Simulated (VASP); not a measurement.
## GaN: single point with PBE

GaN:

```xyz
2
Lattice="-0.0547 2.1171 2.1171 2.1171 -0.0547 2.1171 2.1171 2.1171 -0.0547" Properties=species:S:1:pos:R:3 pbc="T T T"
Ga    0.0000    0.0000    0.0000
N     2.0897    2.0897    2.0897
```

This cell differs from its parent crystal: epitaxial 111 strain +3.0%.

| Property | Result |
| --- | --- |
| Program | VASP 6.6.1 |
| Task | single point |
| Functional | PBE |
| Potentials or basis | VASP PAW PBE potentials, release 64 (Ga_d, N) |
| Cutoff | 520 eV |
| k mesh | 10 × 10 × 10 |
| Occupations | fermi-dirac, width 0.02 eV |
| Spin | no spin polarisation |
| Dipole correction | no |
| Further INCAR settings | ALGO = Normal; EDIFF = 1e-07; NBANDS = 16 |

```
Pressure               : -2.0 GPa
Band gap on the k mesh : 0.23 eV (least direct gap 1.88 eV)
```

Stress tensor (GPa, compression positive):
```
-2.04  4.95  4.95
 4.95 -2.04  4.95
 4.95  4.95 -2.04
```

Levels at points of the mesh, in eV from the valence-band top:
```csv
k point,band 6,band 7,band 8,band 9,band 10,band 11,band 12,band 13
"(0.00, 0.00, 0.00)",-14.00,-0.69,-0.69,-0.24,1.64,14.02,14.02,14.99
"(0.50, 0.00, 0.00)",-13.89,-8.20,-0.28,-0.09,4.54,8.73,8.78,9.18
"(0.50, 0.50, 0.00)",-11.16,-6.86,-3.19,-2.71,0.23,7.74,11.33,13.75
"(0.50, 0.50, 0.50)",-13.84,-7.78,-0.42,-0.42,4.00,8.26,8.26,8.78
```

It took 38 s on 1 thread of Intel Xeon 8259CL, on a shared host, peak memory 0.16 GiB.

Caveat: the cell differs from its parent crystal (epitaxial 111 strain +3.0%). A k mesh can miss the band edges.
